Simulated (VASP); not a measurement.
Write the native input for VASP 6.6.1 that does the following.

| Quantity | Value |
| --- | --- |
| Task | single point |
| Functional | PBE |
| Potentials or basis | VASP PAW PBE potentials, release 64 (Ti_sv, C) |
| Cutoff | 520 eV |
| k mesh | 16 × 16 × 16 |
| Occupations | fermi-dirac, width 0.03 eV |
| Spin | no spin polarisation |
| Dipole correction | no |
| Further INCAR settings | ALGO = Normal; EDIFF = 1e-06; NBANDS = 15 |

The structure of TiC lies in POSCAR:

```
TiC
1.0
    0.0000000000      2.1347531715      2.1347531715
    2.1347531715      0.0000000000      2.1347531715
    2.1347531715      2.1347531715      0.0000000000
Ti C
1 1
Direct
    0.0000000000      0.0000000000      0.0000000000
    0.5000000000      0.5000000000      0.5000000000
```

This cell differs from its parent crystal: volume scaled by 0.96.

The input as run:

INCAR

```
ALGO = Normal
EDIFF = 1E-6
ENCUT = 520
GGA = PE
ISIF = 2
ISMEAR = -1
LASPH = True
LCHARG = True
LELF = True
LREAL = False
LVHAR = True
LWAVE = False
NBANDS = 15
NELM = 100
PREC = Accurate
SIGMA = 0.03
```

KPOINTS

```
k-points
0
Gamma
  16 16 16
```

Potentials or basis: VASP PAW PBE potentials, release 64 (Ti_sv, C).

The run is started by

```sh
$ cat potpaw_PBE.64/Ti_sv/POTCAR potpaw_PBE.64/C/POTCAR > POTCAR
$ mpirun -np 1 vasp_std > vasp.out
```

Results of the run:

```
Pressure               : 12.3 GPa
Band gap on the k mesh : zero (band 8 reaches 10.64 eV, above the bottom of band 9 at 9.51 eV)
```

Run time: 18 s on 1 thread of Intel(R) Xeon(R) Platinum 8559C (Emerald Rapids), on a shared host, peak memory 0.17 GiB.
